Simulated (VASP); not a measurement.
# Os in VASP: further runs, part 2 of 2

VASP 6.6.1. The steps go on from the part before.

## Step 3: Single point, PBEsol (13.14 Å³/atom)

This run uses another cell than the first one, of 13.14 Å³/atom.

Contents of INCAR:

```
PREC     = Accurate       # precision mode
ENCUT    = 520            # plane-wave cutoff, eV
EDIFF    = 1E-6           # SCF threshold, eV
ISMEAR   = -1             # smearing method
SIGMA    = 0.05           # smearing width, eV
LREAL    = F              # projectors in reciprocal space
LASPH    = T              # aspherical terms in the spheres
NELM     = 60             # most SCF steps
ALGO     = Fast           # electronic algorithm
ISIF     = 2              # what is computed and relaxed
LWAVE    = F              # write WAVECAR
LCHARG   = T              # write CHGCAR
GGA      = PS             # functional
LELF     = T              # ELF
LVHAR    = T            
NBANDS   = 15             # bands
```

Contents of KPOINTS:

```
Automatic mesh
0
Gamma
  11 11 6
```

Contents of POSCAR:

```
Os
1.0
    2.6782863798      0.0000000000      0.0000000000
   -1.3391431899      2.3194640436      0.0000000000
    0.0000000000      0.0000000000      4.2315181138
Os
2
Direct
    0.6666666667      0.3333333333      0.7500000000
    0.3333333333      0.6666666667      0.2500000000
```

Potentials or basis: VASP PAW PBE potentials, release 64 (Os).

Run with:

```
cat potpaw_PBE.64/Os/POTCAR > POTCAR
mpirun -np 1 vasp_std > vasp.out
```

It took 21 s on 1 thread of Intel Xeon Platinum 8259CL at 2.50GHz (Skylake/Cascade Lake), shared host; peak memory 0.15 GiB.

It converged, with:

| Item | Value |
| --- | --- |
| Free energy | -24.3439 eV |
| Pressure | 28.8 GPa |
| Band gap on the k mesh | zero (bands 8 and 9 overlap by 4.31 eV) |

Stress tensor (GPa, compression positive):
```
28.13  0.00  0.00
 0.00 28.13  0.00
 0.00  0.00 30.14
```

Levels at points of the mesh, in eV from the Fermi level:
```tsv
k point	band 4	band 5	band 6	band 7	band 8	band 9	band 10	band 11	band 12	band 13
(0.00, 0.00, 0.00)	-3.32	-3.04	-2.38	-2.38	-1.66	-1.66	0.06	1.91	1.91	9.86
(0.00, 0.00, 0.50)	-3.85	-3.53	-3.53	-3.53	-3.53	1.06	1.06	1.06	1.06	13.79
```

Caveat: the cell stands under pressure; the PAW data sets were made with another functional, which shifts forces and pressure a little; spin-orbit coupling is left out, which moves the levels of the heavy elements.

## Step 4: Single point, PBEsol (atoms moved at random)

Contents of INCAR:

```
PREC = Accurate
ENCUT = 520
EDIFF = 1E-6
ISMEAR = -1
SIGMA = 0.05
LREAL = F
LASPH = T
NELM = 80
ALGO = Fast
ISIF = 2
LWAVE = F
LCHARG = F
GGA = PS
NBANDS = 15
```

KPOINTS is that of step 3.

Contents of POSCAR:

```
Os
1.0
    2.7341000000      0.0000000000      0.0000000000
   -1.3670500000      2.3678000565      0.0000000000
    0.0000000000      0.0000000000      4.3197000000
Os
2
Direct
    0.6588800000      0.3197410000      0.7591660000
    0.3285490000      0.6649530000      0.2460270000
```

Potentials or basis: VASP PAW PBE potentials, release 64 (Os).

Run with:

```
cat potpaw_PBE.64/Os/POTCAR > POTCAR
mpirun -np 1 vasp_std > vasp.out
```

OUTCAR:

```text
PREC = Accurate
   ENCUT = 520
   EDIFF = 1E-6
   ISMEAR = -1
   LREAL = F
   LASPH = T
   NELM = 80
   ISIF = 2
   GGA = PS

 ion  position               nearest neighbor table
   1  0.659  0.320  0.759-   2 2.61   2 2.63   2 2.64   2 2.71   2 2.73   2 2.73
   2  0.329  0.665  0.246-   1 2.61   1 2.63   1 2.64   1 2.71   1 2.73   1 2.73

  LATTYP: Found a hexagonal cell.
 ALAT       =     2.7341000000
 C/A-ratio  =     1.5799348963

  Lattice vectors:

[... 620 lines left out ...]

------------------------ aborting loop because EDIFF is reached ----------------------------------------

  FORCE on cell =-STRESS in cart. coord.  units (eV):
  Direction    XX          YY          ZZ          XY          YZ          ZX
  --------------------------------------------------------------------------------------
  -------------------------------------------------------------------------------------
  Total       -0.4327880     -0.2142442     -0.0779770      0.0308800     -0.0478930      0.0139157
  in kB      -24.7954977    -12.2745780     -4.4674951      1.7691920     -2.7439085      0.7972623
  external PRESSURE =     -13.8458569 kB  Pullay stress =       0.0000000 kB

 VOLUME and BASIS-vectors are now :
 -----------------------------------------------------------------------------
  energy-cutoff  :      520.00
  volume of cell :       27.96
      direct lattice vectors                 reciprocal lattice vectors
     2.734100000  0.000000000  0.000000000     0.365751070  0.211166479  0.000000000
    -1.367050000  2.367800057  0.000000000     0.000000000  0.422332957  0.000000000
     0.000000000  0.000000000  4.319700000     0.000000000  0.000000000  0.231497558

 POSITION                                       TOTAL-FORCE (eV/Angst)
 -----------------------------------------------------------------------------------
      1.36434      0.75708      3.27937        -0.067274      0.231850     -0.960700
     -0.01074      1.57448      1.06276         0.067274     -0.231850      0.960700
 -----------------------------------------------------------------------------------
    total drift:                                0.000001      0.000000      0.000002

  FREE ENERGIE OF THE ION-ELECTRON SYSTEM (eV)
  ---------------------------------------------------
  free  energy   TOTEN  =       -24.4442155301 eV

  energy  without entropy=      -24.4302012223  energy(sigma->0) =      -24.43720838
```

stdout:

```text
POSCAR found type information on POSCAR Os
 POSCAR found :  1 types and       2 ions
 scaLAPACK will be used
 -----------------------------------------------------------------------------
|                                                                             |
|                                                                             |
|     You enforced a specific xc type in the INCAR file but a different       |
|     I HOPE YOU KNOW WHAT YOU ARE DOING!                                     |
|                                                                             |
 -----------------------------------------------------------------------------

 LDA part: xc-table for (Slater+PW92), standard interpolation
 POSCAR, INCAR and KPOINTS ok, starting setup
 FFT: planning ... GRIDC
 FFT: planning ... GRID_SOFT
 FFT: planning ... GRID
 WAVECAR not read
 entering main loop
```

Run time: 91 s. Hardware: 1 thread of Intel Xeon Platinum 8259CL at 2.50GHz (Skylake/Cascade Lake), shared host; peak memory 0.24 GiB.

What came out:

```yaml
Free_energy: -24.4442 eV
Pressure: -1.4 GPa
Largest_force: 0.991 eV/Å
Band_gap_on_the_k_mesh: zero (bands 8 and 9 overlap by 3.82 eV)
```

Forces in eV/Å, atoms in the order of the input:
```
Os  -0.067  0.232 -0.961
Os   0.067 -0.232  0.961
```

Levels at points of the mesh, in eV from the Fermi level:
```csv
k point,band 5,band 6,band 7,band 8,band 9,band 10,band 11,band 12
"(0.00, 0.00, 0.00)",-2.80,-2.28,-2.22,-1.57,-1.38,0.05,1.61,1.87
"(0.00, 0.00, 0.50)",-3.28,-3.25,-3.24,-3.20,0.74,0.85,1.05,1.12
```

Caveat: the cell differs from its parent crystal (atoms moved at random); the PAW data sets were made with another functional, which shifts forces and pressure a little; spin-orbit coupling is left out, which moves the levels of the heavy elements.

## Step 5: Overview

| level | cell | k mesh | grid for exact exchange (PRECFOCK) | share of exact exchange | screening parameter | gap on the mesh (eV) | pressure (GPa) |
| --- | --- | --- | --- | --- | --- | --- | --- |
| PBE-based screened hybrid with 25 % exact exchange | a = 2.734, b = 2.734, c = 4.320 Å, angles 90.0, 90.0, 120.0°, 2 atoms, atomic positions A | 6 × 6 × 4 | Normal | 0.25 | 0.3 1/Å | none | -2.9 |
| PBEsol | a = 2.678, b = 2.678, c = 4.232 Å, angles 90.0, 90.0, 120.0°, 2 atoms, atomic positions A | 11 × 11 × 6 | - | - | - | none | 28.8 |
| PBEsol | a = 2.734, b = 2.734, c = 4.320 Å, angles 90.0, 90.0, 120.0°, 2 atoms, atomic positions B | 11 × 11 × 6 | - | - | - | none | -1.4 |

Alike in all rows: task single point; potentials or basis VASP PAW PBE potentials, release 64 (Os); no spin polarisation; cutoff (eV) 520; smearing fermi-dirac 0.05 eV.

Caveats: some runs use coarse meshes; the PAW data sets were made with another functional, which shifts forces and pressure a little; spin-orbit coupling is left out, which moves the levels of the heavy elements; the cell stands under pressure (at least some runs).

Total energies depend on the potentials used, so only differences within one code and one set of settings carry meaning.
